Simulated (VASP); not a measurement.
# Au2I3 (Pm-3m) in VASP: notebook

Runs on Au2I3. Level: PBE. Tasks: single point, relaxation of cell and atoms.

Everything below comes from runs of VASP 6.6.1. Logs are shortened: lines on timing, memory, paths and dates and some standing lists are left out, and cuts for length are marked.

**1. The cell of the first run**

The structure is cubic, space group Pm-3m (No. 221). The conventional cell has a = 5.893 Å, b = 5.893 Å, c = 5.893 Å, α = 90.00°, β = 90.00°, γ = 90.00°. Within 5.5 Å of Au (site symmetry m-3m) lie 12 I at 4.17 Å and 8 Au at 5.10 Å. Au (site symmetry m-3m) has 6 I at 2.95 Å within 3.9 Å. I (site symmetry 4/mmm) has 2 Au at 2.95 Å within 3.9 Å.

The cell was generated, and may not be a known phase.

**2. Single point, PBE**

File INCAR:

```
SYSTEM = Au2I3
ALGO = Normal ; EDIFF = 1E-7
ENCUT = 520 ; GGA = PE
ISIF = 2 ; ISMEAR = 0
LASPH = .True. ; LCHARG = .False.
LREAL = .False. ; LWAVE = .False.
NBANDS = 30 ; NELM = 60
PREC = Accurate ; SIGMA = 0.1
```

File KPOINTS:

```
k-points
0
Gamma
  4 4 4
  0 0 0
```

File POSCAR:

```
Au2I3
1.0
    5.8928199700      0.0000000000      0.0000000000
    0.0000000000      5.8928199700      0.0000000000
    0.0000000000      0.0000000000      5.8928199700
Au I
2 3
Direct
    0.5000000000      0.5000000000      0.5000000000
    0.0000000000      0.0000000000      0.0000000000
    0.5000000000      0.0000000000      0.0000000000
    0.0000000000      0.5000000000      0.0000000000
    0.0000000000      0.0000000000      0.5000000000
```

Potentials or basis: VASP PAW PBE potentials, release 64 (Au, I).

Launch:

```sh
> cat potpaw_PBE.64/Au/POTCAR potpaw_PBE.64/I/POTCAR > POTCAR
> mpirun -np 1 vasp_std > vasp.out
```

OUTCAR:

```text
SYSTEM = Au2I3
   EDIFF = 1E-7
   ENCUT = 520
   GGA = PE
   ISIF = 2
   ISMEAR = 0
   LASPH = .True.
   LREAL = .False.
   NELM = 60
   PREC = Accurate

 ion  position               nearest neighbor table
   1  0.500  0.500  0.500-
   2  0.000  0.000  0.000-   3 2.95   4 2.95   5 2.95   5 2.95   4 2.95   3 2.95
   3  0.500  0.000  0.000-   2 2.95   2 2.95
   4  0.000  0.500  0.000-   2 2.95   2 2.95
   5  0.000  0.000  0.500-   2 2.95   2 2.95

  LATTYP: Found a simple cubic cell.
 ALAT       =     5.8928199700

  Lattice vectors:

 A1 = (   5.8928199700,   0.0000000000,   0.0000000000)
 A2 = (   0.0000000000,   5.8928199700,   0.0000000000)
 A3 = (   0.0000000000,   0.0000000000,   5.8928199700)

Analysis of symmetry for initial positions (statically):
=====================================================================
 Subroutine PRICEL returns:
 Original cell was already a primitive cell.

 Routine SETGRP: Setting up the symmetry group for a
 simple cubic supercell.

 Subroutine GETGRP returns: Found 48 space group operations
 (whereof 48 operations were pure point group operations)
 out of a pool of 48 trial point group operations.

The static configuration has the point symmetry O_h .

Analysis of symmetry for dynamics (positions and initial velocities):
=====================================================================
 Subroutine PRICEL returns:
 Original cell was already a primitive cell.

 Routine SETGRP: Setting up the symmetry group for a
 simple cubic supercell.

 Subroutine GETGRP returns: Found 48 space group operations
 (whereof 48 operations were pure point group operations)
 out of a pool of 48 trial point group operations.

The dynamic configuration has the point symmetry O_h .

 Subroutine INISYM returns: Found 48 space group operations
 (whereof 48 operations are pure point group operations),
 and found     1 'primitive' translations

----------------------------------------------------------------------------------------

                                     Primitive cell

  volume of cell :     204.6301

  direct lattice vectors                    reciprocal lattice vectors
     5.892819970  0.000000000  0.000000000     0.169698040  0.000000000  0.000000000
     0.000000000  5.892819970  0.000000000     0.000000000  0.169698040  0.000000000
     0.000000000  0.000000000  5.892819970     0.000000000  0.000000000  0.169698040

  length of vectors
     5.892819970  5.892819970  5.892819970     0.169698040  0.169698040  0.169698040

  position of ions in fractional coordinates (direct lattice)
     0.500000000  0.500000000  0.500000000
     0.000000000  0.000000000  0.000000000
     0.500000000  0.000000000  0.000000000
     0.000000000  0.500000000  0.000000000
     0.000000000  0.000000000  0.500000000

  ion indices of the primitive-cell ions
   primitive index   ion index
                 1           1
                 2           2
                 3           3
                 4           4
                 5           5

----------------------------------------------------------------------------------------

 KPOINTS: k-points

Automatic generation of k-mesh.
 Grid dimensions read from file:
 generate k-points for:    4    4    4

 Generating k-lattice:

  Cartesian coordinates                     Fractional coordinates (reciprocal lattice)
     0.042424510  0.000000000  0.000000000     0.250000000  0.000000000  0.000000000
     0.000000000  0.042424510  0.000000000     0.000000000  0.250000000  0.000000000
     0.000000000  0.000000000  0.042424510     0.000000000  0.000000000  0.250000000

  Length of vectors
     0.042424510  0.042424510  0.042424510

  Shift w.r.t. Gamma in fractional coordinates (k-lattice)
     0.000000000  0.000000000  0.000000000

 Subroutine IBZKPT returns following result:
 ===========================================

 Found     10 irreducible k-points:

 Following reciprocal coordinates:
            Coordinates               Weight
  0.000000  0.000000  0.000000      1.000000
  0.250000  0.000000  0.000000      6.000000
  0.500000  0.000000  0.000000      3.000000
  0.250000  0.250000  0.000000     12.000000
  0.500000  0.250000  0.000000     12.000000
  0.500000  0.500000  0.000000      3.000000
  0.250000  0.250000  0.250000      8.000000
  0.500000  0.250000  0.250000     12.000000
  0.500000  0.500000  0.250000      6.000000
  0.500000  0.500000  0.500000      1.000000
   k-points           NKPTS =     10   k-points in BZ     NKDIM =     10   number of bands    NBANDS=     30
   number of dos      NEDOS =    301   number of ions     NIONS =      5
   total plane-waves  NPLWV = 110592
   dimension x,y,z NGX =    48 NGY =   48 NGZ =   48
   dimension x,y,z NGXF=    96 NGYF=   96 NGZF=   96
   ions per type =               2   3
   NGX,Y,Z   is equivalent  to a cutoff of  13.54, 13.54, 13.54 a.u.
   NGXF,Y,Z  is equivalent  to a cutoff of  27.08, 27.08, 27.08 a.u.
 SYSTEM =  Au2I3
   PREC   = accura    normal or accurate (medium, high low for compatibility)
   ISTART =      0    job   : 0-new  1-cont  2-samecut
   ICHARG =      2    charge: 1-file 2-atom 10-const
   ISPIN  =      1    spin polarized calculation?
   LNONCOLLINEAR =      F non collinear calculations
   LSORBIT =      F    spin-orbit coupling
   LASPH  =      T    aspherical Exc in radial PAW
   ENCUT  =  520.0 eV  38.22 Ry    6.18 a.u.  10.96 10.96 10.96*2*pi/ulx,y,z
   NELM   =     60;   NELMIN=  2; NELMDL= -5     # of ELM steps
   EDIFF  = 0.1E-06   stopping-criterion for ELM
   LREAL  =      F    real-space projection
   EDIFFG = 0.1E-05   stopping-criterion for IOM
   NSW    =      0    number of steps for IOM
   IBRION =     -1    ionic relax: 0-MD 1-quasi-New 2-CG
   NFREE  =      0    steps in history (QN), initial steepest desc. (CG)
   ISIF   =      2    stress and relaxation
   ISYM   =      2    0-nonsym 1-usesym 2-fastsym
   POTIM  = 0.5000    time-step for ionic-motion
   TEBEG  =    0.0;   TEEND  =   0.0 temperature during run
   PSTRESS=    0.0 pullay stress
   NELECT =      43.0000    total number of electrons
   NUPDOWN=      -1.0000    fix difference up-down
   EMIN   =  10.00;   EMAX   =-10.00  energy-range for DOS
   EFERMI =   0.00;   METHOD = LEGACY
   ISMEAR =     0;   SIGMA  =   0.10  broadening in eV -4-tet -1-fermi 0-gaus
   EFERMI_NEDOS =   21; number of points for ismear=-14 and -15
   IALGO  =     38    algorithm
   IMIX   =      4    mixing-type and parameters
     AMIX     =   0.40;   BMIX     =  1.00
     AMIX_MAG =   1.60;   BMIX_MAG =  1.00
  volume/ion in A,a.u.               =      40.93       276.18
  Fermi-wavevector in a.u.,A,eV,Ry     =   0.973287  1.839247 12.888643  0.947289
  Thomas-Fermi vector in A             =   2.103655
   LORBIT       =      0    0 simple, 1 ext, 2 COOP (PROOUT), +10 PAW based schemes
   GGA     = PE    functional components
   LHFCALC =     F    Hartree Fock is set to
   AEXX    =    0.0000 exact exchange contribution
   IVDW    =     0    specifies the selected vdW correction
   LEPSILON=     F    determine dielectric tensor
   LRPA    =     F    only Hartree local field effects (RPA)
 non-spin polarized calculation
 Gauss-broadening in eV      SIGMA  =   0.10
  energy-cutoff  :      520.00
  volume of cell :      204.63
 maximum number of plane-waves:      5528
 NGX is ok and might be reduce to    48
   NGX = 21   NGY = 21   NGZ = 21

 number of electron      42.9999988 magnetization

 Free energy of the ion-electron system (eV)
  ---------------------------------------------------
  ext. energy  EPLUGINS =         0.00000000
  ---------------------------------------------------
  free energy    TOTEN  =        -8.15214492 eV

  energy without entropy =       -8.11987856  energy(sigma->0) =       -8.13601174

 E-fermi :   1.6653     XC(G=0):  -8.0642

 val. band max:        1.6263012575   @ k =   0.2500   0.0000   0.0000
 cond. band min:       1.7181064680   @ k =   0.5000   0.5000   0.2500
 fundamental gap:      0.0918052105
 Fermi energy:         1.6652904202

 k-point     1 :       0.0000    0.0000    0.0000
  band No.  band energies     occupation
      1     -10.4758      2.00000
      2      -9.8116      2.00000
      3      -9.8116      2.00000
      4      -1.6341      2.00000
      5      -1.6341      2.00000
      6      -1.6341      2.00000
[... 22 lines left out ...]
     29       8.2549      0.00000
     30       8.7835      0.00000

 k-point     2 :       0.2500    0.0000    0.0000
  band No.  band energies     occupation
      1     -10.3874      2.00000
      2      -9.8582      2.00000
      3      -9.8093      2.00000
      4      -2.5751      2.00000
      5      -1.7441      2.00000
      6      -1.7441      2.00000
[... 22 lines left out ...]
     29       8.9309      0.00000
     30       8.9715      0.00000

 k-point     3 :       0.5000    0.0000    0.0000
  band No.  band energies     occupation
      1     -10.2704      2.00000
      2      -9.9322      2.00000
      3      -9.8069      2.00000
      4      -3.1057      2.00000
      5      -1.8191      2.00000
      6      -1.8191      2.00000
[... 22 lines left out ...]
     29       9.1645      0.00000
     30       9.7615      0.00000

 k-point     4 :       0.2500    0.2500    0.0000
  band No.  band energies     occupation
      1     -10.3004      2.00000
      2      -9.8682      2.00000
      3      -9.8360      2.00000
      4      -2.6347      2.00000
      5      -2.5164      2.00000
      6      -1.8636      2.00000
[... 154 lines left out ...]
     29       8.5971      0.00000
     30       8.8760      0.00000

 k-point     9 :       0.5000    0.5000    0.2500
  band No.  band energies     occupation
      1      -9.9838      2.00000
      2      -9.9192      2.00000
      3      -9.9192      2.00000
      4      -3.5138      2.00000
      5      -2.9112      2.00000
      6      -2.5159      2.00000
[... 22 lines left out ...]
     29       7.4857      0.00000
     30       8.3736      0.00000

 k-point    10 :       0.5000    0.5000    0.5000
  band No.  band energies     occupation
      1      -9.9156      2.00000
      2      -9.9156      2.00000
      3      -9.9156      2.00000
      4      -3.7775      2.00000
      5      -2.9102      2.00000
      6      -2.9102      2.00000
[... 22 lines left out ...]
     29       8.1210      0.00000
     30       8.1210      0.00000

------------------------ aborting loop because EDIFF is reached ----------------------------------------

  FORCE on cell =-STRESS in cart. coord.  units (eV):
  Direction    XX          YY          ZZ          XY          YZ          ZX
  --------------------------------------------------------------------------------------
  -------------------------------------------------------------------------------------
  Total       -3.3430548     -3.3430548     -3.3430548     -0.0000000     -0.0000000     -0.0000000
  in kB      -26.1748713    -26.1748713    -26.1748713     -0.0000000     -0.0000000     -0.0000000
  external PRESSURE =     -26.1748713 kB  Pullay stress =       0.0000000 kB

 VOLUME and BASIS-vectors are now :
 -----------------------------------------------------------------------------
  energy-cutoff  :      520.00
  volume of cell :      204.63
      direct lattice vectors                 reciprocal lattice vectors
     5.892819970  0.000000000  0.000000000     0.169698040  0.000000000  0.000000000
     0.000000000  5.892819970  0.000000000     0.000000000  0.169698040  0.000000000
     0.000000000  0.000000000  5.892819970     0.000000000  0.000000000  0.169698040

 POSITION                                       TOTAL-FORCE (eV/Angst)
 -----------------------------------------------------------------------------------
      2.94641      2.94641      2.94641         0.000000      0.000000      0.000000
      0.00000      0.00000      0.00000         0.000000      0.000000      0.000000
      2.94641      0.00000      0.00000         0.000000      0.000000      0.000000
      0.00000      2.94641      0.00000         0.000000      0.000000      0.000000
      0.00000      0.00000      2.94641         0.000000      0.000000      0.000000
 -----------------------------------------------------------------------------------
    total drift:                                0.000000     -0.000000      0.000000

  FREE ENERGIE OF THE ION-ELECTRON SYSTEM (eV)
  ---------------------------------------------------
  free  energy   TOTEN  =        -8.1521449153 eV

  energy  without entropy=       -8.1198785589  energy(sigma->0) =       -8.13601174
```

Wall time 48 s (1 thread of AMD EPYC 9R45 (Zen 5), shared host); peak memory 0.3 GiB.

What came out:

```yaml
Free_energy: -8.1521 eV
Pressure: -2.6 GPa
Band_gap_on_the_k_mesh: zero (an odd number of electrons rules out a gap without spin polarisation)
```

Levels at points of the mesh, in eV from the Fermi level:
```
           k point  band 17  band 18  band 19  band 20  band 21  band 22  band 23  band 24  band 25  band 26
(0.00, 0.00, 0.00)    -0.86    -0.86    -0.86    -0.71    -0.65    -0.65    -0.65    -0.30     6.42     6.42
(0.50, 0.00, 0.00)    -1.69    -0.86    -0.86    -0.81    -0.58    -0.58     0.58     3.00     4.29     5.65
(0.50, 0.50, 0.00)    -1.37    -1.37    -0.63    -0.63    -0.09     0.52     1.14     4.35     4.84     5.38
(0.50, 0.50, 0.50)    -1.50    -0.43    -0.12    -0.12    -0.12     1.16     1.16     4.85     4.85     4.85
```

Caveat: spin-orbit coupling is left out, which moves the levels of the heavy elements; an odd number of electrons without spin polarisation forces a metal; a magnetic or distorted state may lie lower.

**3. Single point, PBE**

This run uses another cell than the first one, of 35.79 Å³/atom.

File INCAR:

```
SYSTEM = Au2I3
PREC = Accurate ; ENCUT = 520
EDIFF = 1E-7 ; ISMEAR = 0
SIGMA = 0.1 ; LREAL = .False.
LASPH = .True. ; NELM = 80
ALGO = Normal ; ISIF = 2
LWAVE = .False. ; LCHARG = .True.
GGA = PE ; LELF = .True.
LVHAR = .True. ; NBANDS = 30
```

File KPOINTS:

```
regular mesh
0
Gamma
  8 8 8
  0 0 0
```

POSCAR, as its differences from that of step 2:

```diff
@@ -2,5 +2,5 @@
 1.0
-    5.8928199700      0.0000000000      0.0000000000
-    0.0000000000      5.8928199700      0.0000000000
-    0.0000000000      0.0000000000      5.8928199700
+    5.6352016178      0.0000000000      0.0000000000
+    0.0000000000      5.6352016178      0.0000000000
+    0.0000000000      0.0000000000      5.6352016178
 Au I
```

Potentials or basis: VASP PAW PBE potentials, release 64 (Au, I).

Launch:

```sh
> cat potpaw_PBE.64/Au/POTCAR potpaw_PBE.64/I/POTCAR > POTCAR
> mpirun -np 1 vasp_std > vasp.out
```

Run time: 1.8 min. Hardware: 1 thread of AMD EPYC 9R45 (Zen 5), shared host; peak memory 0.32 GiB.

The run converged. Its results:

```yaml
Free_energy: -8.5615 eV
Pressure: -0.1 GPa
Band_gap_on_the_k_mesh: zero (an odd number of electrons rules out a gap without spin polarisation)
```

Levels at points of the mesh, in eV from the Fermi level:
| k point | band 18 | band 19 | band 20 | band 21 | band 22 | band 23 | band 24 | band 25 |
| --- | --- | --- | --- | --- | --- | --- | --- | --- |
| (0.00, 0.00, 0.00) | -1.12 | -1.12 | -1.00 | -0.84 | -0.84 | -0.84 | -0.18 | 6.25 |
| (0.50, 0.00, 0.00) | -1.10 | -1.10 | -0.93 | -0.69 | -0.69 | 0.71 | 3.34 | 4.32 |
| (0.50, 0.50, 0.00) | -1.64 | -0.72 | -0.72 | -0.10 | 0.65 | 1.47 | 4.58 | 5.04 |
| (0.50, 0.50, 0.50) | -0.63 | -0.16 | -0.16 | -0.16 | 1.49 | 1.49 | 4.78 | 4.78 |

Caveat: spin-orbit coupling is left out, which moves the levels of the heavy elements; an odd number of electrons without spin polarisation forces a metal; a magnetic or distorted state may lie lower.

**4. Relaxation of cell and atoms, PBE**

This run uses another cell than the first one, of 36.24 Å³/atom.

File INCAR:

```
SYSTEM = Au2I3
  ALGO = Normal
  EDIFF = 1E-6
  EDIFFG = -0.01
  ENCUT = 600
  GGA = PE
  IBRION = 2
  ISIF = 3
  ISMEAR = 0
  LASPH = .True.
  LCHARG = .False.
  LREAL = .False.
  LWAVE = .False.
  NELM = 80
  NSW = 100
  PREC = Accurate
  SIGMA = 0.1
```

File KPOINTS:

```
k-points
0
Gamma
  8 8 8
  0 0 0
```

POSCAR, as its differences from that of step 3:

```diff
@@ -2,5 +2,5 @@
 1.0
-    5.6352016178      0.0000000000      0.0000000000
-    0.0000000000      5.6352016178      0.0000000000
-    0.0000000000      0.0000000000      5.6352016178
+    5.6587519166      0.0000000000      0.0000000000
+    0.0000000000      5.6587519166      0.0000000000
+    0.0000000000      0.0000000000      5.6587519166
 Au I
```

Launch:

```sh
> cat potpaw_PBE.64/Au/POTCAR potpaw_PBE.64/I/POTCAR > POTCAR
> mpirun -np 1 vasp_std > vasp.out
```

Wall time 3 min (1 thread of AMD EPYC 9R45 (Zen 5), shared host); peak memory 0.42 GiB.

Results (log left out):

- Free energy: -8.5617 eV
- Relaxed volume: 35.71 Å³/atom
- Relaxed cell: a = 5.631 Å, b = 5.631 Å, c = 5.631 Å, α = 90.00°, β = 90.00°, γ = 90.00°
- Space group after relaxing (to 0.1 Å): Pm-3m (No. 221)
- Energy gained by relaxing: 0.7 meV/atom
- Ionic steps: 2
- Pressure after relaxing: 0.0 GPa
- Band gap on the k mesh: zero (an odd number of electrons rules out a gap without spin polarisation)

Step by step:
| step | energy change (eV) | largest force (eV/Å) | pressure (GPa) | volume (Å³) |
| --- | --- | --- | --- | --- |
| 1 | 0.0000 | 0.0000 | -0.45 | 181.20 |
| 2 | -0.0037 | 0.0000 | -0.01 | 178.57 |

Final structure:
```
CELL_PARAMETERS angstrom
5.63126 0.00000 0.00000
0.00000 5.63126 0.00000
0.00000 0.00000 5.63126
ATOMIC_POSITIONS crystal
Au 0.50000 0.50000 0.50000
Au 0.00000 0.00000 0.00000
I 0.50000 0.00000 0.00000
I 0.00000 0.50000 0.00000
I 0.00000 0.00000 0.50000
```

Levels at points of the mesh, in eV from the Fermi level:
```tsv
k point	band 17	band 18	band 19	band 20	band 21	band 22	band 23	band 24	band 25
(0.00, 0.00, 0.00)	-1.12	-1.12	-1.12	-1.00	-0.84	-0.84	-0.84	-0.17	6.25
(0.50, 0.00, 0.00)	-1.74	-1.10	-1.10	-0.93	-0.69	-0.69	0.71	3.34	4.33
(0.50, 0.50, 0.00)	-1.74	-1.64	-0.72	-0.72	-0.10	0.65	1.48	4.57	5.05
(0.50, 0.50, 0.50)	-1.73	-0.63	-0.16	-0.16	-0.16	1.50	1.50	4.78	4.78
```

Caveat: spin-orbit coupling is left out, which moves the levels of the heavy elements; an odd number of electrons without spin polarisation forces a metal; a magnetic or distorted state may lie lower.

**5. Summary**

```tsv
task	cell	k mesh	cutoff (eV)	gap on the mesh (eV)	pressure (GPa)
single point	a = 5.893 Å, 5 atoms	4 × 4 × 4	520	none	-2.6
single point	a = 5.635 Å, 5 atoms	8 × 8 × 8	520	none	-0.1
relaxation of cell and atoms	relaxed from a = 5.659 Å, 5 atoms	8 × 8 × 8	600	none	0.0
```

Alike in all rows: level PBE; potentials or basis VASP PAW PBE potentials, release 64 (Au, I); no spin polarisation; smearing gaussian 0.1 eV.

Caveats: spin-orbit coupling is left out, which moves the levels of the heavy elements; an odd number of electrons without spin polarisation forces a metal; a magnetic or distorted state may lie lower.

Absolute energies hang on the potentials; compare differences alone.

The gap in the log of VASP goes by the Fermi energy; the results here count the filled bands.